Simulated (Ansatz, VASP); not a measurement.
Cu: VASP beside Ansatz

INCAR

```
SYSTEM = Cu
  ALGO = Normal
  EDIFF = 1E-6
  ENCUT = 600
  GGA_COMPAT = .False.
  ISIF = 2
  ISMEAR = -1
  LASPH = .True.
  LCHARG = .True.
  LELF = .True.
  LREAL = .False.
  LVHAR = .True.
  LWAVE = .False.
  NBANDS = 30
  NELM = 120
  PREC = Accurate
  SIGMA = 0.1
```

File KPOINTS:

```
k-points
0
Gamma
  7 7 2
  0 0 0
```

The input POSCAR:

```
Cu
1.0
    2.5307600000      0.0000000000      0.0000000000
   -1.2653800000      2.1917100000      0.0000000000
    0.0000000000      0.0000000000      8.2618200000
Cu
4
Direct
    0.9925800000      0.9985900000      0.9998000000
    0.3240000000      0.6569400000      0.2506100000
    0.0082400000      0.0061200000      0.5010500000
    0.6724400000      0.3369600000      0.7519600000
```

Input for Ansatz:

```yaml
crystal:
  lattice:
    - [2.53076, 0.0, 0.0]
    - [-1.26538, 2.19171, 0.0]
    - [0.0, 0.0, 8.26182]
  atoms:
    - { symbol: Cu, position: [0.99258, 0.99859, 0.9998] }
    - { symbol: Cu, position: [0.324, 0.65694, 0.25061] }
    - { symbol: Cu, position: [0.00824, 0.00612, 0.50105] }
    - { symbol: Cu, position: [0.67244, 0.33696, 0.75196] }
basis:
  ecutwfc: 540.0
  xc_grid: 2
kpoints:
  mp_grid:
    grid: [7, 7, 2]
hamiltonian:
  xc: lda
scf:
  convergence:
    dr2_threshold: 1.0e-09
  occupations:
    method: fermi_dirac
    width: 0.1
output:
  forces: true
  stress: true
```

Alike in both runs: task single point; functional LDA; k mesh 7 × 7 × 2; occupations fermi-dirac, width 0.1 eV; no spin polarisation.

|  | VASP | Ansatz |
| --- | --- | --- |
| version | VASP 6.6.1 | Ansatz 0.2.0 |
| potentials or method | VASP PAW LDA potentials, release 64 (Cu), cutoff 600 eV | plane waves, PAW |
| valence electrons in the cell | 44 | 76 |

VASP gave:

```
pressure (GPa)                                                : -7.7
traceless stress, the component that is largest in VASP (GPa) : -0.28
rms of the force components (eV/Å)                            : 0.042
```

Estimate Ansatz's values.

pressure (GPa): -8.8; traceless stress, the component that is largest in VASP (GPa): -0.27; rms of the force components (eV/Å): 0.042.

LDA's correlation is that of Perdew and Zunger in VASP and of Perdew and Wang (1992) in Ansatz. Atom by atom the forces differ by 0.000 eV/Å (rms over components). VASP's potentials hold 44 valence electrons a cell and Ansatz's 76, so a difference there can come from the potentials and not from the codes. Ansatz's warnings: stress scf threshold loose.

The k mesh is coarse, so the values compare programs but aren't converged.
